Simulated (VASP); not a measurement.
# Mg8O7 (a cell with a defect) in VASP: a series of runs, part 2 of 2

VASP 6.6.1. The steps go on from the part before.

## Step 4: Relaxation of the atoms, PBE (atoms taken out)

INCAR

```
PREC = Accurate ; ENCUT = 520
EDIFF = 1E-6 ; ISMEAR = 0
SIGMA = 0.01 ; LREAL = Auto
LASPH = True ; NELM = 100
ALGO = Normal ; ISIF = 2
LWAVE = False ; LCHARG = False
GGA = PE ; IBRION = 2
NSW = 65 ; EDIFFG = -0.025
```

KPOINTS

```
regular mesh
0
Gamma
  2 2 2
```

POSCAR

```
Mg8O7
1.0
    0.0000000000      4.2537045245     -4.2537045245
    4.2537045245      4.2537045245      0.0000000000
    4.2537045245      0.0000000000     -4.2537045245
Mg O
8 7
Direct
   -0.0120848670     -0.0033327122      0.5218304470
   -0.0059803615      0.5165938181      0.5001244538
    0.5000000000      0.0000000000      0.5000000000
    0.4929794014      0.4940122430      0.4977158328
   -0.0023223697     -0.0004154516      0.9903295864
    0.0000000000      0.5000000000      1.0000000000
    0.5178955390     -0.0207573397      0.9972908713
    0.5052916437      0.4844906672      1.0063083518
    0.2500000000      0.2500000000      0.2500000000
    0.7500000000      0.7500000000      0.2500000000
    0.7500000000      0.2500000000      0.2500000000
    0.2500000000      0.7500000000      0.7500000000
    0.2500000000      0.2500000000      0.7500000000
    0.7500000000      0.7500000000      0.7500000000
    0.7500000000      0.2500000000      0.7500000000
```

Started as:

```sh
cat potpaw_PBE.64/Mg/POTCAR potpaw_PBE.64/O/POTCAR > POTCAR
mpirun -np 1 vasp_std > vasp.out
```

It took 19 min on 1 thread of Intel Xeon 8259CL, shared host; peak memory 0.34 GiB.

It converged, with:

| Item | Value |
| --- | --- |
| Free energy | -83.4598 eV |
| Energy gained by relaxing | 17.3 meV/atom |
| Ionic steps | 10 |
| Pressure after relaxing | 1.3 GPa |
| Largest force after relaxing | 0.010 eV/Å |
| Band gap on the k mesh | 2.27 eV |

Forces in eV/Å, atoms in the order of the input:
```
Mg  -0.009  0.002  0.001
Mg   0.006 -0.007  0.004
Mg   0.002  0.001  0.003
Mg  -0.001 -0.002  0.001
Mg   0.000  0.004 -0.002
Mg   0.000  0.000 -0.003
Mg  -0.006  0.005 -0.002
Mg   0.007 -0.001  0.000
O    0.002 -0.001  0.000
O    0.000 -0.003 -0.002
O    0.001 -0.001 -0.002
O   -0.005 -0.001 -0.004
O    0.000  0.003  0.002
O   -0.001 -0.004 -0.002
O    0.004  0.005  0.006
```

The path:
```tsv
step	energy change (eV)	largest force (eV/Å)	pressure (GPa)
1	0.0000	1.5156	2.10
2	-0.2083	0.4813	1.49
3	-0.2110	0.5290	1.45
4	-0.2438	0.2171	1.37
5	-0.2494	0.2415	1.36
6	-0.2562	0.1213	1.34
7	-0.2591	0.0575	1.35
8	-0.2597	0.0274	1.33
9	-0.2597	0.0302	1.32
10	-0.2598	0.0097	1.33
```

Final structure:
```xyz
15
Lattice="0.0000 4.2537 -4.2537 4.2537 4.2537 0.0000 4.2537 0.0000 -4.2537" Properties=species:S:1:pos:R:3 pbc="T T T"
Mg    6.3836    8.4975   -6.3833
Mg    4.2482    6.3672   -6.3840
Mg    6.3758    6.3709   -4.2569
Mg    4.2492    4.2445   -4.2621
Mg    4.2493    8.4973   -4.2505
Mg    2.1224    6.3710   -4.2559
Mg    4.2500    6.3748   -2.1292
Mg    2.1151    4.2444   -2.1294
O     2.1221    2.1175   -2.1295
O     4.2492    6.3712   -4.2563
O     2.1224    4.2443   -4.2561
O     6.3765    4.2443   -4.2560
O     4.2493    2.1171   -4.2565
O     6.3761    6.3714   -6.3830
O     4.2490    4.2439   -6.3836
```

Levels at points of the mesh, in eV from the valence-band top:
| k point | band 26 | band 27 | band 28 | band 29 | band 30 | band 31 | band 32 | band 33 |
| --- | --- | --- | --- | --- | --- | --- | --- | --- |
| (0.00, 0.00, 0.00) | -3.16 | -3.15 | -3.15 | -2.20 | 2.68 | 4.77 | 4.77 | 4.77 |
| (0.50, 0.00, 0.00) | -3.58 | -3.33 | -3.33 | -0.50 | 2.27 | 4.64 | 4.65 | 4.91 |
| (0.00, 0.50, 0.00) | -3.58 | -3.33 | -3.33 | -0.50 | 2.27 | 4.64 | 4.65 | 4.91 |
| (0.00, 0.00, 0.50) | -3.58 | -3.33 | -3.33 | -0.50 | 2.27 | 4.64 | 4.65 | 4.91 |
| (0.50, 0.50, 0.50) | -3.58 | -3.33 | -3.33 | -0.50 | 2.27 | 4.64 | 4.65 | 4.91 |
| (0.50, 0.50, 0.00) | -3.69 | -3.61 | -3.61 | 0.00 | 2.53 | 3.89 | 3.89 | 5.36 |
| (0.00, 0.50, 0.50) | -3.69 | -3.61 | -3.61 | 0.00 | 2.53 | 3.89 | 3.89 | 5.36 |
| (0.50, 0.00, 0.50) | -3.69 | -3.61 | -3.61 | 0.00 | 2.53 | 3.89 | 3.89 | 5.36 |

Caveat: the k points lie up to 0.64 Å⁻¹ apart; the cell differs from its parent crystal (atoms taken out).

## Step 5: Relaxation of the atoms, PBE (atoms taken out)

INCAR

```
PREC = Accurate
ENCUT = 520
EDIFF = 1E-6
ISMEAR = 0
SIGMA = 0.01
LREAL = Auto
LASPH = T
NELM = 100
ALGO = Normal
ISIF = 2
LWAVE = F
LCHARG = F
GGA = PE
IBRION = 2
NSW = 65
EDIFFG = -0.025
NELECT = 56.0
```

KPOINTS

```
Automatic mesh
0
Gamma
  2 2 2
```

POSCAR

```
Mg8O7
1.0
    0.0000000000      4.2537045245     -4.2537045245
    4.2537045245      4.2537045245      0.0000000000
    4.2537045245      0.0000000000     -4.2537045245
Mg O
8 7
Direct
   -0.0126486666      0.0050974981      0.5163998499
   -0.0108665654      0.4938006929      0.5098998819
    0.4996515863     -0.0026250865      0.5012140816
    0.5061701575      0.4869604823      0.5091739586
   -0.0097103774      0.0059874467      0.9895939199
   -0.0003740971      0.4974074714      1.0011968853
    0.5137359496     -0.0001648678      0.9916780246
    0.5098728815      0.4841166485      0.9944384965
    0.2496106461      0.2474619503      0.2511713276
    0.7496366368      0.7475147297      0.2511430273
    0.7496341501      0.2474816491      0.2511478809
    0.2496384776      0.7474858080      0.7511724132
    0.2496198279      0.2474419146      0.7512068235
    0.7496511360      0.7475017237      0.7511565246
    0.7496246346      0.2474778987      0.7511661736
```

Started as:

```sh
cat potpaw_PBE.64/Mg/POTCAR potpaw_PBE.64/O/POTCAR > POTCAR
mpirun -np 1 vasp_std > vasp.out
```

Run time: 17 min. Hardware: 1 thread of Intel Xeon 8259CL, shared host; peak memory 0.34 GiB.

Results (log left out):

```yaml
Free_energy: -93.4489 eV
Energy_gained_by_relaxing: 22.0 meV/atom
Ionic_steps: 9
Largest_force_after_relaxing: 0.020 eV/Å
```

Forces in eV/Å, atoms in the order of the input:
```
Mg   0.009 -0.007 -0.002
Mg  -0.016  0.003 -0.012
Mg   0.000 -0.001  0.000
Mg  -0.002  0.004 -0.006
Mg   0.000 -0.011 -0.003
Mg  -0.001 -0.001 -0.001
Mg   0.012 -0.007  0.007
Mg  -0.013  0.002  0.000
O   -0.001  0.005  0.000
O    0.000  0.000  0.001
O    0.004  0.000  0.004
O    0.004  0.001  0.005
O    0.000  0.003  0.001
O    0.001  0.004  0.000
O    0.003  0.004  0.006
```

Step by step:
| step | energy change (eV) | largest force (eV/Å) | pressure (GPa) |
| --- | --- | --- | --- |
| 1 | 0.0000 | 1.7411 | -13.76 |
| 2 | -0.3133 | 0.4677 | -12.06 |
| 3 | -0.3240 | 0.2162 | -12.37 |
| 4 | -0.3240 | 0.1911 | -12.41 |
| 5 | -0.3281 | 0.0754 | -12.44 |
| 6 | -0.3289 | 0.0819 | -12.46 |
| 7 | -0.3298 | 0.0431 | -12.44 |
| 8 | -0.3299 | 0.0477 | -12.43 |
| 9 | -0.3301 | 0.0205 | -12.45 |

Final structure:
```xyz
15
Lattice="0.0000 4.2537 -4.2537 4.2537 4.2537 0.0000 4.2537 0.0000 -4.2537" Properties=species:S:1:pos:R:3 pbc="T T T"
Mg    2.2572    4.2403   -6.3845
Mg    4.2494    6.2263   -6.3824
Mg    6.3735    6.3654   -4.2576
Mg    4.2468    4.2372   -4.3960
Mg    4.2463    4.2407   -8.3731
Mg    2.1197    6.3654   -4.2583
Mg    4.2445    2.2508   -6.3863
Mg    6.2361    4.2370   -6.3850
O     2.1198    2.1111   -2.1312
O     4.2464    6.3653   -4.2581
O     2.1189    4.2383   -4.2588
O     6.3729    4.2383   -4.2585
O     4.2465    2.1116   -4.2577
O     6.3737    6.3645   -6.3849
O     4.2463    4.2382   -6.3851
```

Levels at points of the mesh, in eV from the Fermi level:
```tsv
k point	band 25	band 26	band 27	band 28	band 29	band 30	band 31	band 32
(0.00, 0.00, 0.00)	-0.31	-0.10	-0.10	-0.10	0.67	5.91	7.96	7.96
(0.50, 0.00, 0.00)	-0.35	-0.35	-0.25	-0.25	2.44	5.30	7.55	7.55
(0.00, 0.50, 0.00)	-0.36	-0.35	-0.25	-0.24	2.44	5.30	7.55	7.55
(0.00, 0.00, 0.50)	-0.35	-0.35	-0.25	-0.25	2.44	5.30	7.55	7.55
(0.50, 0.50, 0.50)	-0.35	-0.35	-0.25	-0.25	2.44	5.30	7.55	7.55
(0.50, 0.50, 0.00)	-0.48	-0.48	-0.47	-0.31	2.95	5.46	6.86	6.86
(0.00, 0.50, 0.50)	-0.48	-0.48	-0.47	-0.31	2.95	5.46	6.86	6.86
(0.50, 0.00, 0.50)	-0.48	-0.48	-0.47	-0.31	2.95	5.46	6.86	6.86
```

Caveat: the k points lie up to 0.64 Å⁻¹ apart; the cell carries a net charge on a neutralising background, which shifts energy and pressure; the cell differs from its parent crystal (atoms taken out); the cell is charged against a uniform background, so pressure and absolute levels hang on convention.
